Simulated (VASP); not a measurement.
TiB18N18 (a cell with a defect) (Ti interstitial hop between voids): single point with PBE

Crystal: TiB18N18 (a cell with a defect) (Ti interstitial hop between voids).

```xyz
37
Lattice="7.4650 0.0000 0.0000 -3.7325 6.4649 0.0000 0.0000 0.0000 6.4955" Properties=species:S:1:pos:R:3 pbc="T T T"
B    -0.0191    1.4101    1.4116
B     1.2339    0.6914    5.0939
B    -1.2500    3.5940    1.5987
B    -0.0414    2.9006    5.0536
B    -2.4772    5.7190    1.6027
B    -1.2527    5.0372    4.9755
B     2.5317    1.4103    1.4465
B     3.7405    0.7170    4.9011
B     1.2564    3.6197    1.4041
B     2.5096    2.9008    5.0900
B     0.0105    5.7388    1.5251
B     1.2351    5.0569    4.8991
B     4.9879    1.4298    1.5261
B     6.1943    0.7168    4.8975
B     3.7611    3.5942    1.6005
B     4.9676    2.8812    4.9734
B     2.5008    5.7384    1.5152
B     3.7221    5.0375    4.9848
N     0.0007    1.4501    4.9850
N     1.2548    0.7218    1.5165
N    -1.2648    3.6069    4.9991
N     0.0206    2.8605    1.5029
N    -2.4981    5.7455    5.0282
N    -1.2323    5.0210    1.6154
N     2.4698    1.4505    4.9968
N     3.7551    0.7041    1.5010
N     1.2356    3.5892    4.9865
N     2.4897    2.8609    1.5120
N    -0.0098    5.7549    4.8858
N     1.2559    5.0305    1.4710
N     4.9674    1.4459    4.8838
N     6.2236    0.7052    1.4757
N     3.7319    3.6058    5.0251
N     4.9880    2.8652    1.6147
N     2.4797    5.7548    4.8884
N     3.7431    5.0211    1.6115
Ti    1.2463    2.1576    3.2500
```

| Item | Value |
| --- | --- |
| Program | VASP 6.6.1 |
| Task | single point |
| Functional | PBE |
| Potentials or basis | VASP PAW PBE potentials, release 64 (B, N, Ti_sv) |
| Cutoff | 520 eV |
| k mesh | 1 × 1 × 1 |
| Occupations | fermi-dirac, width 0.01 eV |
| Spin | no spin polarisation |

The largest force is 0.026 eV/Å.

Forces on the atoms (eV/Å):
```
B   -0.008 -0.010 -0.013
B   -0.004 -0.013  0.013
B    0.003 -0.002  0.001
B   -0.012  0.005  0.022
B    0.001  0.002 -0.002
B    0.000  0.006  0.001
B    0.011 -0.008 -0.022
B   -0.003  0.001 -0.001
B    0.003  0.012 -0.014
B    0.008  0.009  0.016
B    0.001 -0.004 -0.002
B   -0.003 -0.001  0.002
B    0.004  0.002 -0.001
B    0.002  0.003  0.002
B    0.000 -0.004 -0.001
B   -0.004 -0.003  0.002
B    0.000  0.001  0.003
B    0.001  0.002 -0.003
N   -0.006 -0.006  0.007
N   -0.003 -0.008 -0.007
N    0.011 -0.008  0.003
N   -0.006  0.004  0.001
N    0.001 -0.004  0.001
N    0.002  0.001  0.000
N    0.007 -0.003 -0.001
N   -0.012  0.005 -0.005
N    0.004  0.008  0.007
N    0.006  0.007 -0.006
N   -0.003  0.000 -0.001
N   -0.001  0.001  0.000
N    0.000  0.002 -0.001
N   -0.002 -0.001 -0.001
N    0.000 -0.001  0.000
N    0.002 -0.002  0.002
N    0.002 -0.002  0.002
N   -0.001  0.001 -0.002
Ti   0.002  0.005  0.000
```

Levels at points of the mesh, in eV from the Fermi level:
| k point | band 74 | band 75 | band 76 | band 77 | band 78 | band 79 | band 80 | band 81 |
| --- | --- | --- | --- | --- | --- | --- | --- | --- |
| (0.00, 0.00, 0.00) | -2.46 | -2.33 | -2.32 | 0.00 | 0.00 | 0.03 | 1.97 | 1.97 |

It took 76 s on 1 thread of Intel(R) Xeon(R) 6975P-C (Granite Rapids) (shared host), peak memory 0.36 GiB.

Caveat: the k points lie up to 0.97 Å⁻¹ apart; the cell carries a net charge on a neutralising background, which shifts energy and pressure; the cell is charged against a uniform background, so pressure and absolute levels hang on convention.
